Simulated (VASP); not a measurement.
A run of VASP 6.6.1:

POSCAR

```
AlN
1.0
    3.1110021516      0.0000000000      0.0000000000
   -1.5555010758      2.6942068945      0.0000000000
    0.0000000000      0.0000000000      4.8535500000
Al N
2 2
Direct
    0.3333333333      0.6666666667      0.0000000000
    0.6666666667      0.3333333333      0.5000000000
    0.3333333333      0.6666666667      0.3850000000
    0.6666666667      0.3333333333      0.8850000000
```

The input INCAR.step1:

```
PREC = Accurate ; ENCUT = 520
ISMEAR = 0 ; SIGMA = 0.05
LREAL = F ; LASPH = T
NELM = 100 ; NBANDS = 16
GGA = PE ; ALGO = Normal
EDIFF = 1E-4 ; LWAVE = T
LCHARG = F
```

Contents of INCAR.step2:

```
PREC = Accurate ; ENCUT = 520
EDIFF = 1E-7 ; ISMEAR = 0
SIGMA = 0.05 ; LREAL = F
LASPH = T ; NELM = 100
ALGO = Normal ; ISIF = 2
LWAVE = F ; LCHARG = F
METAGGA = R2SCAN ; LMIXTAU = T
NBANDS = 16 ; ISTART = 1
```

The input KPOINTS:

```
regular mesh
0
Gamma
  12 12 6
```

Potentials or basis: VASP PAW PBE potentials, release 64 (Al, N).

Launch:

```sh
$ cat potpaw_PBE.64/Al/POTCAR potpaw_PBE.64/N/POTCAR > POTCAR
$ cp INCAR.step1 INCAR
$ mpirun -np 1 vasp_std > vasp.out
$ cp INCAR.step2 INCAR
$ mpirun -np 1 vasp_std > vasp.out
```

Hardware: 1 thread of Intel Xeon 8259CL, on a shared host.

Problem. Estimate the wall time of this run.

Solution. Run time: 3 min on 1 thread of Intel Xeon 8259CL, on a shared host, peak memory 0.18 GiB. Counts: k points 76.
